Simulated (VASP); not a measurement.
A run of VASP 6.6.1 is set up as follows.

INCAR

```
SYSTEM = C
ALGO = Normal ; EDIFF = 1E-6
ENCUT = 520 ; GGA = CA
ISIF = 2 ; ISMEAR = -1
LASPH = .TRUE. ; LCHARG = .TRUE.
LELF = .TRUE. ; LREAL = .FALSE.
LVHAR = .TRUE. ; LWAVE = .FALSE.
NBANDS = 11 ; NELM = 60
PREC = Accurate ; SIGMA = 0.1
```

KPOINTS

```
k-points
0
G
  14 14 8
  0 0 0
```

File POSCAR:

```
C
1.0
    2.1449022669     -1.2384339949      0.0000000000
    2.1449022669      1.2384339949      0.0000000000
   -1.3904674165      0.0000000000      3.5317804018
C
2
Direct
    0.8333555300      0.8333555300      0.0000930400
    0.1666444700      0.1666444700      0.9999069600
```

Potentials or basis: VASP PAW LDA potentials, release 64 (C).

Launch:

```bash
$ cat potpaw_LDA.64/C/POTCAR > POTCAR
$ mpirun -np 1 vasp_std > vasp.out
```

Problem. Predict the pressure.

Solution. -9.6 GPa.

Problem. Estimate the largest force.

Solution. 0.005 eV/Å.

Stress tensor (GPa, compression positive):
```
-13.81   0.00  -0.03
  0.00 -13.85   0.00
 -0.03   0.00  -1.20
```
